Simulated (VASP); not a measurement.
Crystal: BeSn2S3.

```xyz
6
Lattice="4.2115 -2.8669 0.0000 4.2115 2.8669 0.0000 -1.6409 0.0000 5.7686" Properties=species:S:1:pos:R:3 pbc="T T T"
Be    0.0000    0.0000    0.0000
Sn   -0.8205    0.0000    2.8843
Sn    4.2115    0.0000    0.0000
S     1.2853    1.4334    2.8843
S     1.2853   -1.4334    2.8843
S     3.3910    0.0000    2.8843
```

The cell was generated, and may not be a known phase.

```yaml
Program: VASP 6.6.1
Task: relaxation of cell and atoms
Functional: PBE
Potentials_or_basis: VASP PAW PBE potentials, release 64 (Be, Sn_d, S)
Cutoff: 600 eV
k_mesh: 3 × 3 × 2
Occupations: gaussian, width 0.15 eV
Spin: no spin polarisation
```

At the start: pressure 4.1 GPa; volume 23.22 Å³/atom.

Q: How do energy, volume and symmetry change on relaxing?

A: Over 15 steps the energy falls by 612.2 meV/atom and the volume is 21.83 Å³/atom (-6.0 %); space group C2/m (No. 12, to 0.1 Å) before and after.

Step by step:
```csv
step,energy change (eV),largest force (eV/Å),pressure (GPa),volume (Å³)
1,0.0000,0.0000,4.11,139.30
2,-0.9016,0.0000,-2.08,151.04
3,-1.0095,0.0000,-5.50,164.32
4,-1.0660,0.0000,-4.68,159.49
5,-1.6566,0.0000,-3.25,147.81
6,-1.9385,0.0000,-1.17,138.10
7,-1.1346,0.0000,15.44,117.21
8,-1.9650,0.0000,-0.14,135.69
9,-1.9776,0.0000,0.86,133.69
10,-2.8068,0.0000,1.99,128.65
11,-1.5643,0.0000,27.52,102.14
12,-3.3418,0.0000,7.04,119.11
13,-3.6358,0.0000,0.92,129.57
14,-3.6379,0.0000,1.33,128.66
15,-3.6733,0.0000,0.11,130.99
```

Final structure:
```yaml
crystal:
  lattice:
    - [6.41823, -2.96912, -0.98093]
    - [6.41823, 2.96912, -0.98093]
    - [-3.29681, 0.00000, 3.94071]
  atoms:
    - { symbol: Be, position: [0.00000, 0.00000, 0.00000] }
    - { symbol: Sn, position: [0.00000, 0.00000, 0.50000] }
    - { symbol: Sn, position: [0.50000, 0.50000, 0.00000] }
    - { symbol: S, position: [0.00000, 0.50000, 0.50000] }
    - { symbol: S, position: [0.50000, 0.00000, 0.50000] }
    - { symbol: S, position: [0.50000, 0.50000, 0.50000] }
```

Caveat: the k points lie up to 0.65 Å⁻¹ apart in the final cell, too coarse for converged energies and pressures of a metal; a cell axis changed by over 15 % at a fixed basis, so the end point is rough.
